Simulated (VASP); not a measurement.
# Os (P6_3/mmc) in VASP: a series of runs

Runs on Os. Level: PBE+D3(BJ). Tasks: single point, relaxation of cell and atoms.

All numbers are computed with VASP 6.6.1; they aren't measurements. Logs are shortened: lines on timing, memory, paths and dates and some standing lists are left out, and cuts for length are marked.

## Step 1: The cell of the first run

It takes space group P6_3/mmc (No. 194, hexagonal). Conventional cell: a = 2.735 Å, b = 2.735 Å, c = 4.327 Å, α = 90.00°, β = 90.00°, γ = 120.00°. Os (site symmetry -6m2) has 12 Os at 2.68 to 2.73 Å within 3.5 Å.

## Step 2: Single point, PBE+D3(BJ)

INCAR reads:

```
SYSTEM = Os
PREC     = Accurate       ! precision mode
ENCUT    = 520            ! plane-wave cutoff, eV
EDIFF    = 1E-7           ! SCF threshold, eV
ISMEAR   = 0              ! smearing method
SIGMA    = 0.1            ! smearing width, eV
LREAL    = .False.        ! projectors in reciprocal space
LASPH    = .True.         ! aspherical terms in the spheres
NELM     = 100            ! most SCF steps
ALGO     = Normal         ! electronic algorithm
ISIF     = 2              ! what is computed and relaxed
LWAVE    = .False.        ! write WAVECAR
LCHARG   = .False.        ! write CHGCAR
GGA      = PE             ! functional
IVDW     = 12             ! dispersion correction
NBANDS   = 15             ! bands
```

KPOINTS reads:

```
regular mesh
0
Gamma
  18 18 10
  0 0 0
```

POSCAR reads:

```
Os
1.0
    2.7348763163      0.0000000000      0.0000000000
   -1.3674381582      2.3684723661      0.0000000000
    0.0000000000      0.0000000000      4.3265849948
Os
2
Direct
    0.3333333333      0.6666666667      0.2500000000
    0.6666666667      0.3333333333      0.7500000000
```

Potentials or basis: VASP PAW PBE potentials, release 64 (Os).

Command:

```console
$ cat potpaw_PBE.64/Os/POTCAR > POTCAR
$ mpirun -np 1 vasp_std > vasp.out
```

OUTCAR:

```text
SYSTEM = Os
   PREC = Accurate
   ENCUT = 520
   EDIFF = 1E-7
   ISMEAR = 0
   LREAL = .False.
   LASPH = .True.
   NELM = 100
   ISIF = 2
   GGA = PE
   IVDW = 12
 IVDW          = 12

 ion  position               nearest neighbor table
   1  0.333  0.667  0.250-   2 2.68   2 2.68   2 2.68   2 2.68   2 2.68   2 2.68
   2  0.667  0.333  0.750-   1 2.68   1 2.68   1 2.68   1 2.68   1 2.68   1 2.68

  LATTYP: Found a hexagonal cell.
 ALAT       =     2.7348763163
 C/A-ratio  =     1.5820038987

  Lattice vectors:

 A1 = (   2.7348763163,   0.0000000000,   0.0000000000)
 A2 = (  -1.3674381582,   2.3684723661,   0.0000000000)
 A3 = (   0.0000000000,   0.0000000000,   4.3265849948)

Analysis of symmetry for initial positions (statically):
=====================================================================
 Subroutine PRICEL returns:
 Original cell was already a primitive cell.

 Routine SETGRP: Setting up the symmetry group for a
 hexagonal supercell.

 Subroutine GETGRP returns: Found 24 space group operations
 (whereof 12 operations were pure point group operations)
 out of a pool of 24 trial point group operations.

The static configuration has the point symmetry D_3d.
 The point group associated with its full space group is D_6h.

Analysis of symmetry for dynamics (positions and initial velocities):
=====================================================================
 Subroutine PRICEL returns:
 Original cell was already a primitive cell.

 Routine SETGRP: Setting up the symmetry group for a
 hexagonal supercell.

 Subroutine GETGRP returns: Found 24 space group operations
 (whereof 12 operations were pure point group operations)
 out of a pool of 24 trial point group operations.

The dynamic configuration has the point symmetry D_3d.
 The point group associated with its full space group is D_6h.

 Subroutine INISYM returns: Found 24 space group operations
 (whereof 12 operations are pure point group operations),
 and found     1 'primitive' translations

----------------------------------------------------------------------------------------

                                     Primitive cell

  volume of cell :      28.0254

  direct lattice vectors                    reciprocal lattice vectors
     2.734876316  0.000000000  0.000000000     0.365647248  0.211106537  0.000000000
    -1.367438158  2.368472366  0.000000000     0.000000000  0.422213075  0.000000000
     0.000000000  0.000000000  4.326584995     0.000000000  0.000000000  0.231129170

  length of vectors
     2.734876316  2.734876316  4.326584995     0.422213075  0.422213075  0.231129170

  position of ions in fractional coordinates (direct lattice)
     0.333333333  0.666666667  0.250000000
     0.666666667  0.333333333  0.750000000

  ion indices of the primitive-cell ions
   primitive index   ion index
                 1           1
                 2           2

----------------------------------------------------------------------------------------

 KPOINTS: regular mesh

Automatic generation of k-mesh.
 Grid dimensions read from file:
 generate k-points for:   18   18   10

 Generating k-lattice:

  Cartesian coordinates                     Fractional coordinates (reciprocal lattice)
     0.020313736  0.011728141  0.000000000     0.055555556  0.000000000  0.000000000
     0.000000000  0.023456282  0.000000000     0.000000000  0.055555556  0.000000000
     0.000000000  0.000000000  0.023112917     0.000000000  0.000000000  0.100000000

  Length of vectors
     0.023456282  0.023456282  0.023112917

  Shift w.r.t. Gamma in fractional coordinates (k-lattice)
     0.000000000  0.000000000  0.000000000

 Subroutine IBZKPT returns following result:
 ===========================================

 Found    222 irreducible k-points:

 Following reciprocal coordinates:
            Coordinates               Weight
  0.000000  0.000000  0.000000      1.000000
  0.055556  0.000000  0.000000      6.000000
  0.111111  0.000000  0.000000      6.000000
  0.166667  0.000000  0.000000      6.000000
  0.222222  0.000000  0.000000      6.000000
  0.277778  0.000000  0.000000      6.000000
[... 16 lines left out ...]
  0.333333  0.111111  0.000000     12.000000
  0.388889  0.111111  0.000000     12.000000
 [... further k-points ...]
   k-points           NKPTS =    222   k-points in BZ     NKDIM =    222   number of bands    NBANDS=     15
   number of dos      NEDOS =    301   number of ions     NIONS =      2
   total plane-waves  NPLWV =  12800
   dimension x,y,z NGX =    20 NGY =   20 NGZ =   32
   dimension x,y,z NGXF=    40 NGYF=   40 NGZF=   64
   ions per type =               2
   NGX,Y,Z   is equivalent  to a cutoff of  12.16, 12.16, 12.30 a.u.
   NGXF,Y,Z  is equivalent  to a cutoff of  24.31, 24.31, 24.59 a.u.
 SYSTEM =  Os
   PREC   = accura    normal or accurate (medium, high low for compatibility)
   ISTART =      0    job   : 0-new  1-cont  2-samecut
   ICHARG =      2    charge: 1-file 2-atom 10-const
   ISPIN  =      1    spin polarized calculation?
   LNONCOLLINEAR =      F non collinear calculations
   LSORBIT =      F    spin-orbit coupling
   LASPH  =      T    aspherical Exc in radial PAW
   ENCUT  =  520.0 eV  38.22 Ry    6.18 a.u.   5.09  5.09  8.04*2*pi/ulx,y,z
   NELM   =    100;   NELMIN=  2; NELMDL= -5     # of ELM steps
   EDIFF  = 0.1E-06   stopping-criterion for ELM
   LREAL  =      F    real-space projection
   EDIFFG = 0.1E-05   stopping-criterion for IOM
   NSW    =      0    number of steps for IOM
   IBRION =     -1    ionic relax: 0-MD 1-quasi-New 2-CG
   NFREE  =      0    steps in history (QN), initial steepest desc. (CG)
   ISIF   =      2    stress and relaxation
   ISYM   =      2    0-nonsym 1-usesym 2-fastsym
   POTIM  = 0.5000    time-step for ionic-motion
   TEBEG  =    0.0;   TEEND  =   0.0 temperature during run
   PSTRESS=    0.0 pullay stress
   NELECT =      16.0000    total number of electrons
   NUPDOWN=      -1.0000    fix difference up-down
   EMIN   =  10.00;   EMAX   =-10.00  energy-range for DOS
   EFERMI =   0.00;   METHOD = LEGACY
   ISMEAR =     0;   SIGMA  =   0.10  broadening in eV -4-tet -1-fermi 0-gaus
   EFERMI_NEDOS =   21; number of points for ismear=-14 and -15
   IALGO  =     38    algorithm
   IMIX   =      4    mixing-type and parameters
     AMIX     =   0.40;   BMIX     =  1.00
     AMIX_MAG =   1.60;   BMIX_MAG =  1.00
  volume/ion in A,a.u.               =      14.01        94.56
  Fermi-wavevector in a.u.,A,eV,Ry     =   1.358098  2.566433 25.094992  1.844430
  Thomas-Fermi vector in A             =   2.484960
   LORBIT       =      0    0 simple, 1 ext, 2 COOP (PROOUT), +10 PAW based schemes
   GGA     = PE    functional components
   LHFCALC =     F    Hartree Fock is set to
   AEXX    =    0.0000 exact exchange contribution
   IVDW    =    12    specifies the selected vdW correction
   LEPSILON=     F    determine dielectric tensor
   LRPA    =     F    only Hartree local field effects (RPA)
 non-spin polarized calculation
 Gauss-broadening in eV      SIGMA  =   0.10
  energy-cutoff  :      520.00
  volume of cell :       28.03
 maximum number of plane-waves:       772
   NGX = 11   NGY = 11   NGZ = 17

 number of electron      15.9999999 magnetization

 Free energy of the ion-electron system (eV)
  ---------------------------------------------------
  ext. energy  EPLUGINS =         0.00000000
  ---------------------------------------------------
  free energy    TOTEN  =       -22.48629473 eV

  energy without entropy =      -22.47884686  energy(sigma->0) =      -22.48257079

 E-fermi :   9.4428     XC(G=0): -14.0485

 val. band max:        9.4335917359   @ k =   0.2222   0.0556   0.3000
 cond. band min:       9.4525650026   @ k =   0.0000   0.0000   0.0000
 fundamental gap:      0.0189732667
 Fermi energy:         9.4427698110

 k-point     1 :       0.0000    0.0000    0.0000
  band No.  band energies     occupation
      1      -1.4865      2.00000
      2       1.6630      2.00000
      3       6.3938      2.00000
      4       6.3938      2.00000
      5       6.6334      2.00000
      6       7.2293      2.00000
      7       7.2293      2.00000
      8       7.8958      2.00000
      9       7.8958      2.00000
     10       9.4526      0.88983
     11      11.1259      0.00000
     12      11.1259      0.00000
     13      18.4794      0.00000
     14      23.4835      0.00000
     15      26.1752      0.00000

 k-point     2 :       0.0556    0.0000    0.0000
  band No.  band energies     occupation
      1      -1.3611      2.00000
      2       1.7751      2.00000
      3       6.1047      2.00000
      4       6.5041      2.00000
      5       6.8879      2.00000
      6       7.1530      2.00000
      7       7.3324      2.00000
      8       7.7444      2.00000
      9       7.8055      2.00000
     10       8.8524      2.00000
     11      11.1887      0.00000
     12      11.9095      0.00000
     13      18.4701      0.00000
     14      23.7445      0.00000
     15      26.3408      0.00000

 k-point     3 :       0.1111    0.0000    0.0000
  band No.  band energies     occupation
      1      -0.9952      2.00000
      2       2.0893      2.00000
      3       5.6845      2.00000
      4       6.8307      2.00000
      5       6.9175      2.00000
      6       7.1322      2.00000
      7       7.2820      2.00000
      8       7.5662      2.00000
      9       7.6366      2.00000
     10       8.2202      2.00000
     11      11.3479      0.00000
     12      13.2580      0.00000
     13      18.4231      0.00000
     14      24.4541      0.00000
     15      26.7747      0.00000
[... 343 lines left out ...]
 k-point    23 :       0.3333    0.1111    0.0000
  band No.  band energies     occupation
      1       2.4910      2.00000
      2       2.8744      2.00000
      3       3.3561      2.00000
      4       5.4795      2.00000
      5       5.8955      2.00000
      6       6.9903      2.00000
      7       7.1923      2.00000
      8      10.2015      0.00000
      9      11.0107      0.00000
     10      11.8991      0.00000
     11      12.3372      0.00000
     12      17.9420      0.00000
     13      18.5144      0.00000
     14      20.7904      0.00000
     15      21.0040      0.00000

 k-point    24 :       0.3889    0.1111    0.0000
  band No.  band energies     occupation
      1       2.6431      2.00000
      2       2.7554      2.00000
      3       3.0905      2.00000
      4       5.8431      2.00000
      5       5.9349      2.00000
      6       6.8151      2.00000
      7       7.5147      2.00000
      8      11.0213      0.00000
      9      11.4586      0.00000
     10      11.9280      0.00000
     11      13.3518      0.00000
     12      16.3818      0.00000
     13      18.8517      0.00000
     14      19.9555      0.00000
     15      21.6615      0.00000

 [... further k-points ...]

------------------------ aborting loop because EDIFF is reached ----------------------------------------

 Edisp (eV)   -1.30658

 E8    (eV) :    -0.6423

  FORCE on cell =-STRESS in cart. coord.  units (eV):
  Direction    XX          YY          ZZ          XY          YZ          ZX
  --------------------------------------------------------------------------------------
  -------------------------------------------------------------------------------------
  Total       0.01434     0.01434    -0.00819    -0.00000    -0.00000     0.00000
  in kB       0.81991     0.81991    -0.46831    -0.00000    -0.00000     0.00000
  external pressure =        0.39 kB  Pullay stress =        0.00 kB

 VOLUME and BASIS-vectors are now :
 -----------------------------------------------------------------------------
  energy-cutoff  :      520.00
  volume of cell :       28.03
      direct lattice vectors                 reciprocal lattice vectors
     2.734876316  0.000000000  0.000000000     0.365647248  0.211106537  0.000000000
    -1.367438158  2.368472366  0.000000000     0.000000000  0.422213075  0.000000000
     0.000000000  0.000000000  4.326584995     0.000000000  0.000000000  0.231129170

 POSITION                                       TOTAL-FORCE (eV/Angst)
 -----------------------------------------------------------------------------------
     -0.00000      1.57898      1.08165         0.000000     -0.000000      0.000000
      1.36744      0.78949      3.24494        -0.000000      0.000000      0.000000
 -----------------------------------------------------------------------------------
    total drift:                                0.000000     -0.000000     -0.000000

  FREE ENERGIE OF THE ION-ELECTRON SYSTEM (eV)
  ---------------------------------------------------
  free  energy   TOTEN  =       -23.7928720803 eV

  energy  without entropy=      -23.7854242200  energy(sigma->0) =      -23.78914815
```

Run time: 67 s. Hardware: 1 thread of Intel Xeon Platinum 8259CL at 2.50GHz (Skylake/Cascade Lake), shared host; peak memory 0.21 GiB.

Results:

- Free energy: -23.7929 eV
- Pressure: 0.0 GPa
- Band gap on the k mesh: zero (band 8 reaches 11.48 eV, above the bottom of band 9 at 7.55 eV)
- Dispersion energy per atom: -0.653 eV

Stress tensor (GPa, compression positive):
```
 0.08  0.00  0.00
 0.00  0.08  0.00
 0.00  0.00 -0.05
```

Caveat: spin-orbit coupling is left out, which moves the levels of the heavy elements; pairwise dispersion overbinds metals, which lowers pressure and volume.

## Step 3: Relaxation of cell and atoms, PBE+D3(BJ)

This run uses another cell than the first one, of 14.28 Å³/atom, 1.019 times its volume.

INCAR reads:

```
PREC     = Accurate       # precision mode
ENCUT    = 600            # plane-wave cutoff, eV
EDIFF    = 1E-6           # SCF threshold, eV
ISMEAR   = 0              # smearing method
SIGMA    = 0.1            # smearing width, eV
LREAL    = F              # projectors in reciprocal space
LASPH    = T              # aspherical terms in the spheres
NELM     = 60             # most SCF steps
ALGO     = Normal         # electronic algorithm
ISIF     = 3              # what is computed and relaxed
LWAVE    = F              # write WAVECAR
LCHARG   = F              # write CHGCAR
GGA      = PE             # functional
IVDW     = 12             # dispersion correction
IBRION   = 2              # ionic algorithm
NSW      = 70             # ionic steps
EDIFFG   = -0.005         # ionic threshold
```

KPOINTS reads:

```
regular mesh
0
Gamma
  18 18 10
```

POSCAR reads:

```
Os
1.0
    2.7527908284      0.0000000000      0.0000000000
   -1.3763954142      2.3839867887      0.0000000000
    0.0000000000      0.0000000000      4.3508626677
Os
2
Direct
    0.3333333333      0.6666666667      0.2500000000
    0.6666666667      0.3333333333      0.7500000000
```

Potentials or basis: VASP PAW PBE potentials, release 64 (Os).

Command:

```console
$ cat potpaw_PBE.64/Os/POTCAR > POTCAR
$ mpirun -np 1 vasp_std > vasp.out
```

Run time: 5.4 min. Hardware: 1 thread of Intel Xeon Platinum 8259CL at 2.50GHz (Skylake/Cascade Lake), shared host; peak memory 0.24 GiB.

It converged, with:

* Free energy: -23.7946 eV
* Relaxed volume: 14.02 Å³/atom
* Relaxed cell: a = 2.736 Å, b = 2.736 Å, c = 4.327 Å, α = 90.00°, β = 90.00°, γ = 120.00°
* Space group after relaxing (to 0.05 Å): P6_3/mmc (No. 194)
* Energy gained by relaxing: 6.1 meV/atom
* Ionic steps: 13
* Pressure after relaxing: 0.0 GPa
* Band gap on the k mesh: zero (band 8 reaches 11.47 eV, above the bottom of band 9 at 7.55 eV)
* Dispersion energy per atom: -0.653 eV

Step by step:
| step | energy change (eV) | largest force (eV/Å) | pressure (GPa) | volume (Å³) |
| --- | --- | --- | --- | --- |
| 1 | 0.0000 | 0.0000 | -7.44 | 28.55 |
| 2 | 0.2429 | 0.0000 | 41.31 | 25.90 |
| 3 | -0.0122 | 0.0000 | -0.27 | 28.06 |
| 4 | -0.0122 | 0.0000 | -0.04 | 28.04 |
| 5 | -0.0122 | 0.0000 | 0.13 | 28.03 |
| 6 | -0.0122 | 0.0000 | -0.51 | 28.07 |
| 7 | -0.0122 | 0.0000 | -0.07 | 28.04 |
| 8 | -0.0122 | 0.0000 | -0.08 | 28.05 |
| 9 | -0.0122 | 0.0000 | -0.19 | 28.05 |
| 10 | -0.0122 | 0.0000 | -0.11 | 28.05 |
| 11 | -0.0122 | 0.0000 | -0.10 | 28.05 |
| 12 | -0.0122 | 0.0000 | 0.19 | 28.03 |
| 13 | -0.0122 | 0.0000 | -0.02 | 28.04 |

Final structure:
```xyz
2
Lattice="2.7355 0.0000 0.0000 -1.3678 2.3690 0.0000 0.0000 0.0000 4.3267" Properties=species:S:1:pos:R:3 pbc="T T T"
Os    0.0000    1.5794    1.0817
Os    1.3678    0.7897    3.2450
```

Levels at points of the mesh, in eV from the Fermi level:
| k point | band 5 | band 6 | band 7 | band 8 | band 9 | band 10 | band 11 | band 12 |
| --- | --- | --- | --- | --- | --- | --- | --- | --- |
| (0.00, 0.00, 0.00) | -2.81 | -2.21 | -2.21 | -1.55 | -1.55 | 0.01 | 1.68 | 1.68 |
| (0.50, 0.00, 0.00) | -2.90 | -2.58 | -1.88 | 2.04 | 2.59 | 2.70 | 4.40 | 5.70 |
| (0.00, 0.00, 0.50) | -3.24 | -3.24 | -3.24 | -3.24 | 0.89 | 0.89 | 0.89 | 0.89 |
| (0.50, 0.00, 0.50) | -1.20 | -1.20 | -0.16 | -0.16 | 2.37 | 2.37 | 3.29 | 3.29 |

Caveat: spin-orbit coupling is left out, which moves the levels of the heavy elements; pairwise dispersion overbinds metals, which lowers pressure and volume.
